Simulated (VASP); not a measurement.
# Re (P6_3/mmc) in VASP: a series of runs

Re is run at these levels: PBEsol+D3(BJ), RPBE+D3(BJ), PBE, RPBE, PBEsol; tasks: relaxation of cell and atoms, single point.

All numbers are computed with VASP 6.6.1; they aren't measurements. Logs are shortened: lines on timing, memory, paths and dates and some standing lists are left out, and cuts for length are marked.

## Step 1: The cell of the first run

Symmetry: P6_3/mmc, No. 194, hexagonal system. Conventional cell: a = 2.766 Å, b = 2.766 Å, c = 8.939 Å, α = 90.00°, β = 90.00°, γ = 120.00°. Within 3.6 Å of Re (site symmetry -6m2) lie 12 Re at 2.75 to 2.77 Å. Within 3.6 Å of Re (site symmetry -3m) lie 12 Re at 2.75 to 2.77 Å.

## Step 2: Relaxation of cell and atoms, PBEsol+D3(BJ)

Input file INCAR:

```
SYSTEM = Re
PREC     = Accurate       ! precision mode
ENCUT    = 600            ! plane-wave cutoff, eV
EDIFF    = 1E-6           ! SCF threshold, eV
ISMEAR   = -1             ! smearing method
SIGMA    = 0.05           ! smearing width, eV
LREAL    = .FALSE.        ! projectors in reciprocal space
LASPH    = .TRUE.         ! aspherical terms in the spheres
NELM     = 60             ! most SCF steps
ALGO     = Normal         ! electronic algorithm
ISIF     = 3              ! what is computed and relaxed
LWAVE    = .FALSE.        ! write WAVECAR
LCHARG   = .FALSE.        ! write CHGCAR
GGA      = PS             ! functional
IVDW     = 12             ! dispersion correction
IBRION   = 2              ! ionic algorithm
NSW      = 60             ! ionic steps
EDIFFG   = -0.01          ! ionic threshold
```

Input file KPOINTS:

```
Automatic mesh
0
G
  11 11 3
  0 0 0
```

Input file POSCAR:

```
Re
1.0
    2.7663873939      0.0000000000      0.0000000000
   -1.3831936969      2.3957617598      0.0000000000
    0.0000000000      0.0000000000      8.9388451600
Re
4
Direct
    0.6666666667      0.3333333333      0.7500000000
    0.0000000000      0.0000000000      0.5000000000
    0.3333333333      0.6666666667      0.2500000000
    0.0000000000      0.0000000000      0.0000000000
```

Potentials or basis: VASP PAW PBE potentials, release 64 (Re).

On the command line:

```bash
$ cat potpaw_PBE.64/Re/POTCAR > POTCAR
$ mpirun -np 1 vasp_std > vasp.out
```

OUTCAR:

```text
SYSTEM = Re
   PREC = Accurate
   ENCUT = 600
   EDIFF = 1E-6
   ISMEAR = -1
   LREAL = .FALSE.
   LASPH = .TRUE.
   NELM = 60
   ISIF = 3
   GGA = PS
   IVDW = 12
   IBRION = 2
   NSW = 60
   EDIFFG = -0.01
 IVDW          = 12

 ion  position               nearest neighbor table
   1  0.667  0.333  0.750-   2 2.75   4 2.75   2 2.75   4 2.75   2 2.75   4 2.75
   2  0.000  0.000  0.500-   1 2.75   3 2.75   3 2.75   1 2.75   1 2.75   3 2.75
   3  0.333  0.667  0.250-   2 2.75   4 2.75   2 2.75   4 2.75   2 2.75   4 2.75
   4  0.000  0.000  0.000-   1 2.75   3 2.75   3 2.75   1 2.75   1 2.75   3 2.75

  LATTYP: Found a hexagonal cell.
 ALAT       =     2.7663873939
 C/A-ratio  =     3.2312340563

  Lattice vectors:

 A1 = (   2.7663873939,   0.0000000000,   0.0000000000)
 A2 = (  -1.3831936969,   2.3957617598,   0.0000000000)
 A3 = (   0.0000000000,   0.0000000000,   8.9388451600)

Analysis of symmetry for initial positions (statically):
=====================================================================
 Subroutine PRICEL returns:
 Original cell was already a primitive cell.

 Routine SETGRP: Setting up the symmetry group for a
 hexagonal supercell.

 Subroutine GETGRP returns: Found 24 space group operations
 (whereof 12 operations were pure point group operations)
 out of a pool of 24 trial point group operations.

The static configuration has the point symmetry D_3d.
 The point group associated with its full space group is D_6h.

Analysis of symmetry for dynamics (positions and initial velocities):
=====================================================================
 Subroutine PRICEL returns:
 Original cell was already a primitive cell.

 Routine SETGRP: Setting up the symmetry group for a
 hexagonal supercell.

 Subroutine GETGRP returns: Found 24 space group operations
 (whereof 12 operations were pure point group operations)
 out of a pool of 24 trial point group operations.

The dynamic configuration has the point symmetry D_3d.
 The point group associated with its full space group is D_6h.

 Subroutine INISYM returns: Found 24 space group operations
 (whereof 12 operations are pure point group operations),
 and found     1 'primitive' translations

----------------------------------------------------------------------------------------

                                     Primitive cell

  volume of cell :      59.2431

  direct lattice vectors                    reciprocal lattice vectors
     2.766387394  0.000000000  0.000000000     0.361482272  0.208701887  0.000000000
    -1.383193697  2.395761760  0.000000000     0.000000000  0.417403774  0.000000000
     0.000000000  0.000000000  8.938845160     0.000000000  0.000000000  0.111871274

  length of vectors
     2.766387394  2.766387394  8.938845160     0.417403774  0.417403774  0.111871274

  position of ions in fractional coordinates (direct lattice)
     0.666666667  0.333333333  0.750000000
     0.000000000  0.000000000  0.500000000
     0.333333333  0.666666667  0.250000000
     0.000000000  0.000000000  0.000000000

  ion indices of the primitive-cell ions
   primitive index   ion index
                 1           1
                 2           2
                 3           3
                 4           4

----------------------------------------------------------------------------------------

 KPOINTS: Automatic mesh

Automatic generation of k-mesh.
 Grid dimensions read from file:
 generate k-points for:   11   11    3

 Generating k-lattice:

  Cartesian coordinates                     Fractional coordinates (reciprocal lattice)
     0.032862025  0.018972899  0.000000000     0.090909091  0.000000000  0.000000000
     0.000000000  0.037945798  0.000000000     0.000000000  0.090909091  0.000000000
     0.000000000  0.000000000  0.037290425     0.000000000  0.000000000  0.333333333

  Length of vectors
     0.037945798  0.037945798  0.037290425

  Shift w.r.t. Gamma in fractional coordinates (k-lattice)
     0.000000000  0.000000000  0.000000000

 Subroutine IBZKPT returns following result:
 ===========================================

 Found     32 irreducible k-points:

 Following reciprocal coordinates:
            Coordinates               Weight
  0.000000  0.000000  0.000000      1.000000
  0.090909 -0.000000  0.000000      6.000000
  0.181818  0.000000  0.000000      6.000000
  0.272727  0.000000  0.000000      6.000000
  0.363636  0.000000  0.000000      6.000000
  0.454545  0.000000  0.000000      6.000000
[... 16 lines left out ...]
  0.090909  0.090909  0.333333     12.000000
  0.181818  0.090909  0.333333     24.000000
 [... further k-points ...]
   k-points           NKPTS =     32   k-points in BZ     NKDIM =     32   number of bands    NBANDS=     18
   number of dos      NEDOS =    301   number of ions     NIONS =      4
   total plane-waves  NPLWV =  41472
   dimension x,y,z NGX =    24 NGY =   24 NGZ =   72
   dimension x,y,z NGXF=    48 NGYF=   48 NGZF=  144
   ions per type =               4
   NGX,Y,Z   is equivalent  to a cutoff of  14.42, 14.42, 13.39 a.u.
   NGXF,Y,Z  is equivalent  to a cutoff of  28.85, 28.85, 26.78 a.u.
 SYSTEM =  Re
   PREC   = accura    normal or accurate (medium, high low for compatibility)
   ISTART =      0    job   : 0-new  1-cont  2-samecut
   ICHARG =      2    charge: 1-file 2-atom 10-const
   ISPIN  =      1    spin polarized calculation?
   LNONCOLLINEAR =      F non collinear calculations
   LSORBIT =      F    spin-orbit coupling
   LASPH  =      T    aspherical Exc in radial PAW
   ENCUT  =  600.0 eV  44.10 Ry    6.64 a.u.   5.53  5.53 17.85*2*pi/ulx,y,z
   NELM   =     60;   NELMIN=  2; NELMDL= -5     # of ELM steps
   EDIFF  = 0.1E-05   stopping-criterion for ELM
   LREAL  =      F    real-space projection
   EDIFFG = -.1E-01   stopping-criterion for IOM
   NSW    =     60    number of steps for IOM
   IBRION =      2    ionic relax: 0-MD 1-quasi-New 2-CG
   NFREE  =      1    steps in history (QN), initial steepest desc. (CG)
   ISIF   =      3    stress and relaxation
   ISYM   =      2    0-nonsym 1-usesym 2-fastsym
   POTIM  = 0.5000    time-step for ionic-motion
   TEBEG  =    0.0;   TEEND  =   0.0 temperature during run
   PSTRESS=    0.0 pullay stress
   NELECT =      28.0000    total number of electrons
   NUPDOWN=      -1.0000    fix difference up-down
   EMIN   =  10.00;   EMAX   =-10.00  energy-range for DOS
   EFERMI =   0.00;   METHOD = LEGACY
   ISMEAR =    -1;   SIGMA  =   0.05  broadening in eV -4-tet -1-fermi 0-gaus
   EFERMI_NEDOS =   21; number of points for ismear=-14 and -15
   IALGO  =     38    algorithm
   IMIX   =      4    mixing-type and parameters
     AMIX     =   0.40;   BMIX     =  1.00
     AMIX_MAG =   1.60;   BMIX_MAG =  1.00
  volume/ion in A,a.u.               =      14.81        99.95
  Fermi-wavevector in a.u.,A,eV,Ry     =   1.275209  2.409796 22.125236  1.626159
  Thomas-Fermi vector in A             =   2.407934
   LORBIT       =      0    0 simple, 1 ext, 2 COOP (PROOUT), +10 PAW based schemes
   GGA     = PS    functional components
   LHFCALC =     F    Hartree Fock is set to
   AEXX    =    0.0000 exact exchange contribution
   IVDW    =    12    specifies the selected vdW correction
   LEPSILON=     F    determine dielectric tensor
   LRPA    =     F    only Hartree local field effects (RPA)
 conjugate gradient relaxation of ions
 non-spin polarized calculation
  energy-cutoff  :      600.00
  volume of cell :       59.24
 maximum number of plane-waves:      2016
 NGX is ok and might be reduce to    24
   NGX = 11   NGY = 11   NGZ = 35

--------------------------------------- Ionic step        1  -------------------------------------------

 number of electron      28.0000000 magnetization

 Free energy of the ion-electron system (eV)
  ---------------------------------------------------
  ext. energy  EPLUGINS =         0.00000000
  ---------------------------------------------------
  free energy    TOTEN  =       -53.46533440 eV

  energy without entropy =      -53.44097150  energy(sigma->0) =      -53.45315295

------------------------ aborting loop because EDIFF is reached ----------------------------------------

 Edisp (eV)   -2.72696

 E8    (eV) :    -1.9764
[... 33 lines left out ...]
--------------------------------------- Ionic step        2  -------------------------------------------

 number of electron      28.0000001 magnetization

 E-fermi :  10.4184     XC(G=0): -14.8746

 val. band max:       10.3266547786   @ k =   0.3636   0.1818   0.3333
 cond. band min:      10.4315024372   @ k =   0.0000   0.0000   0.3333
 fundamental gap:      0.1048476586
 Fermi energy:        10.4183963547

 k-point     1 :       0.0000    0.0000    0.0000
  band No.  band energies     occupation
      1      -0.9447      2.00000
      2       1.6828      2.00000
      3       1.8018      2.00000
      4       2.0976      2.00000
      5       7.1941      2.00000
      6       7.3161      2.00000
[... 481 lines left out ...]
      5       5.1642      2.00000
      6       5.6054      2.00000
[... 10 lines left out ...]
     17      11.2357      0.00000
     18      11.7025      0.00000

 [... further k-points ...]

------------------------ aborting loop because EDIFF is reached ----------------------------------------

 Edisp (eV)   -3.32282

 E8    (eV) :    -2.4082
[... 201 lines left out ...]
--------------------------------------- Ionic step        7  -------------------------------------------

 number of electron      28.0000001 magnetization

 Free energy of the ion-electron system (eV)
  ---------------------------------------------------
  ext. energy  EPLUGINS =         0.00000000
  ---------------------------------------------------
  free energy    TOTEN  =       -53.46062958 eV

  energy without entropy =      -53.43661904  energy(sigma->0) =      -53.44862431

 E-fermi :   8.1842     XC(G=0): -13.9841

 val. band max:        8.1786852532   @ k =   0.3636   0.2727   0.3333
 cond. band min:       8.2234253065   @ k =   0.2727   0.0000   0.0000
 fundamental gap:      0.0447400534
 Fermi energy:         8.1841753245

 k-point     1 :       0.0000    0.0000    0.0000
  band No.  band energies     occupation
      1      -2.0132      2.00000
      2       0.3548      2.00000
      3       0.4375      2.00000
      4       1.2456      2.00000
      5       5.5387      2.00000
      6       5.6357      2.00000
[... 481 lines left out ...]
      5       3.9946      2.00000
      6       4.2981      2.00000
[... 10 lines left out ...]
     17       8.9528      0.00000
     18       9.3013      0.00000

 [... further k-points ...]

------------------------ aborting loop because EDIFF is reached ----------------------------------------

 Edisp (eV)   -2.82969

 E8    (eV) :    -2.0508
[... 27 lines left out ...]
  FREE ENERGIE OF THE ION-ELECTRON SYSTEM (eV)
  ---------------------------------------------------
  free  energy   TOTEN  =       -56.2903146014 eV

  energy  without entropy=      -56.2663040647  energy(sigma->0) =      -56.27830933

 reached required accuracy - stopping structural energy minimisation
```

It took 93 s on 1 thread of Intel Xeon 6975P-C (Granite Rapids), shared host; peak memory 0.22 GiB.

What came out:

* Free energy: -56.2903 eV
* Relaxed volume: 14.28 Å³/atom
* Relaxed cell: a = 2.732 Å, b = 2.732 Å, c = 8.832 Å, α = 90.00°, β = 90.00°, γ = 120.00°
* Space group after relaxing (to 0.05 Å): P6_3/mmc (No. 194)
* Energy gained by relaxing: 24.5 meV/atom
* Ionic steps: 7
* Pressure after relaxing: 0.0 GPa
* Dispersion energy per atom: -0.707 eV

Step by step:
| step | energy change (eV) | largest force (eV/Å) | pressure (GPa) | volume (Å³) |
| --- | --- | --- | --- | --- |
| 1 | 0.0000 | 0.0000 | -14.19 | 59.24 |
| 2 | 2.0528 | 0.0000 | 94.49 | 48.69 |
| 3 | -0.0975 | 0.0000 | -1.10 | 57.26 |
| 4 | -0.0980 | 0.0000 | -0.26 | 57.14 |
| 5 | -0.0980 | 0.0000 | 0.08 | 57.10 |
| 6 | -0.0980 | 0.0000 | -0.27 | 57.15 |
| 7 | -0.0980 | 0.0000 | -0.01 | 57.11 |

Final structure:
```
CELL_PARAMETERS angstrom
2.73245 0.00000 0.00000
-1.36623 2.36637 0.00000
0.00000 0.00000 8.83193
ATOMIC_POSITIONS crystal
Re 0.66667 0.33333 0.75000
Re 0.00000 0.00000 0.50000
Re 0.33333 0.66667 0.25000
Re 0.00000 0.00000 0.00000
```

Caveat: the bands computed are all filled at some k points, so no gap is given; the PAW data sets were made with another functional, which shifts forces and pressure a little; spin-orbit coupling is left out, which moves the levels of the heavy elements.

## Step 3: Relaxation of cell and atoms, RPBE+D3(BJ)

Input file INCAR:

```
SYSTEM = Re
ALGO = Normal
EDIFF = 1E-7
EDIFFG = -0.01
ENCUT = 600
GGA = RP
IBRION = 2
ISIF = 3
ISMEAR = -1
IVDW = 12
LASPH = .True.
LCHARG = .False.
LREAL = .False.
LWAVE = .False.
NELM = 80
NSW = 60
PREC = Accurate
SIGMA = 0.05
```

Input file KPOINTS:

```
k-points
0
Gamma
  11 11 3
  0 0 0
```

POSCAR is that of step 2.

Potentials or basis: VASP PAW PBE potentials, release 64 (Re).

On the command line:

```bash
$ cat potpaw_PBE.64/Re/POTCAR > POTCAR
$ mpirun -np 1 vasp_std > vasp.out
```

Wall time 3.1 min (1 thread of Intel Xeon 6975P-C (Granite Rapids), shared host); peak memory 0.23 GiB.

The run converged. Its results:

```
Free energy                            : -65.1781 eV
Relaxed volume                         : 13.44 Å³/atom
Relaxed cell                           : a = 2.678 Å, b = 2.678 Å, c = 8.656 Å, α = 90.00°, β = 90.00°, γ = 120.00°
Space group after relaxing (to 0.05 Å) : P6_3/mmc (No. 194)
Energy gained by relaxing              : 179.6 meV/atom
Ionic steps                            : 16
Pressure after relaxing                : 0.0 GPa
Dispersion energy per atom             : -4.719 eV
```

Stress tensor (GPa, compression positive):
```
-0.04  0.00  0.00
 0.00 -0.04  0.00
 0.00  0.00  0.08
```

Step by step:
| step | energy change (eV) | largest force (eV/Å) | pressure (GPa) | volume (Å³) |
| --- | --- | --- | --- | --- |
| 1 | 0.0000 | 0.0000 | -38.56 | 59.24 |
| 2 | 24.1466 | 0.0000 | 579.86 | 33.63 |
| 3 | -0.6764 | 0.0000 | -10.59 | 55.00 |
| 4 | -0.7108 | 0.0000 | -4.61 | 54.28 |
| 5 | -0.7186 | 0.0000 | 0.07 | 53.75 |
| 6 | -0.7183 | 0.0000 | -0.88 | 53.86 |
| 7 | -0.7183 | 0.0000 | -0.80 | 53.85 |
| 8 | -0.7183 | 0.0000 | -0.74 | 53.84 |
| 9 | -0.7183 | 0.0000 | -0.72 | 53.84 |
| 10 | -0.7184 | 0.0000 | -0.62 | 53.83 |
| 11 | -0.7185 | 0.0000 | -0.45 | 53.81 |
| 12 | -0.7186 | 0.0000 | -0.09 | 53.77 |
| 13 | -0.7186 | 0.0000 | 0.03 | 53.75 |
| 14 | -0.7186 | 0.0000 | 0.02 | 53.76 |
| 15 | -0.7186 | 0.0000 | 0.01 | 53.76 |
| 16 | -0.7186 | 0.0000 | 0.00 | 53.76 |

Final structure:
```yaml
crystal:
  lattice:
    - [2.67787, 0.00000, 0.00000]
    - [-1.33894, 2.31911, 0.00000]
    - [0.00000, 0.00000, 8.65629]
  atoms:
    - { symbol: Re, position: [0.66667, 0.33333, 0.75000] }
    - { symbol: Re, position: [0.00000, 0.00000, 0.50000] }
    - { symbol: Re, position: [0.33333, 0.66667, 0.25000] }
    - { symbol: Re, position: [0.00000, 0.00000, 0.00000] }
```

Levels at points of the mesh, in eV from the Fermi level:
```tsv
k point	band 12	band 13	band 14	band 15	band 16	band 17
(0.00, 0.00, 0.00)	-1.44	-1.44	-1.31	-1.31	0.70	0.70
```

Caveat: the bands computed are all filled at some k points, so no gap is given; the PAW data sets were made with another functional, which shifts forces and pressure a little; spin-orbit coupling is left out, which moves the levels of the heavy elements.

## Step 4: Single point, PBE

Input file INCAR:

```
SYSTEM = Re
PREC = Accurate
ENCUT = 520
EDIFF = 1E-6
ISMEAR = -1
SIGMA = 0.05
LREAL = .FALSE.
LASPH = .TRUE.
NELM = 60
ALGO = Fast
ISIF = 2
LWAVE = .FALSE.
LCHARG = .FALSE.
GGA = PE
NBANDS = 22
```

Input file KPOINTS:

```
Automatic mesh
0
G
  8 8 3
  0 0 0
```

POSCAR is that of step 3.

On the command line:

```bash
$ cat potpaw_PBE.64/Re/POTCAR > POTCAR
$ mpirun -np 1 vasp_std > vasp.out
```

Run time: 21 s. Hardware: 1 thread of Intel Xeon 6975P-C (Granite Rapids), shared host; peak memory 0.19 GiB.

Results (log left out):

* Free energy: -49.6832 eV
* Pressure: 3.2 GPa
* Band gap on the k mesh: zero (band 14 reaches 9.04 eV, above the bottom of band 15 at 6.57 eV)

Stress tensor (GPa, compression positive):
```
3.50 0.00 0.00
0.00 3.50 0.00
0.00 0.00 2.57
```

Levels at points of the mesh, in eV from the Fermi level:
```csv
k point,band 10,band 11,band 12,band 13,band 14,band 15,band 16,band 17,band 18,band 19
"(0.00, 0.00, 0.00)",-1.93,-1.66,-1.24,-1.24,-1.15,-1.15,0.48,0.60,0.60,1.48
"(0.50, 0.00, 0.00)",-2.04,-0.85,0.28,0.30,1.12,2.06,3.83,3.84,3.98,4.10
```

Caveat: spin-orbit coupling is left out, which moves the levels of the heavy elements.

## Step 5: Single point, RPBE

Input file INCAR:

```
SYSTEM = Re
  PREC = Accurate
  ENCUT = 520
  EDIFF = 1E-6
  ISMEAR = -1
  SIGMA = 0.05
  LREAL = .False.
  LASPH = .True.
  NELM = 100
  ALGO = Normal
  ISIF = 2
  LWAVE = .False.
  LCHARG = .False.
  GGA = RP
  NBANDS = 22
```

Input file KPOINTS:

```
regular mesh
0
Gamma
  11 11 3
  0 0 0
```

POSCAR is that of step 4.

On the command line:

```bash
$ cat potpaw_PBE.64/Re/POTCAR > POTCAR
$ mpirun -np 1 vasp_std > vasp.out
```

It took 22 s on 1 thread of Intel Xeon 6975P-C (Granite Rapids), shared host; peak memory 0.2 GiB.

The run converged. Its results:

* Free energy: -47.2616 eV
* Pressure: 6.6 GPa
* Band gap on the k mesh: zero (band 14 reaches 9.06 eV, above the bottom of band 15 at 6.67 eV)

Stress tensor (GPa, compression positive):
```
6.44 0.00 0.00
0.00 6.44 0.00
0.00 0.00 6.96
```

Levels at points of the mesh, in eV from the Fermi level:
```csv
k point,band 11,band 12,band 13,band 14,band 15,band 16,band 17,band 18
"(0.00, 0.00, 0.00)",-1.62,-1.21,-1.21,-1.10,-1.10,0.48,0.64,0.64
```

Caveat: the PAW data sets were made with another functional, which shifts forces and pressure a little; spin-orbit coupling is left out, which moves the levels of the heavy elements.

(Continued in part 2 of 2.)
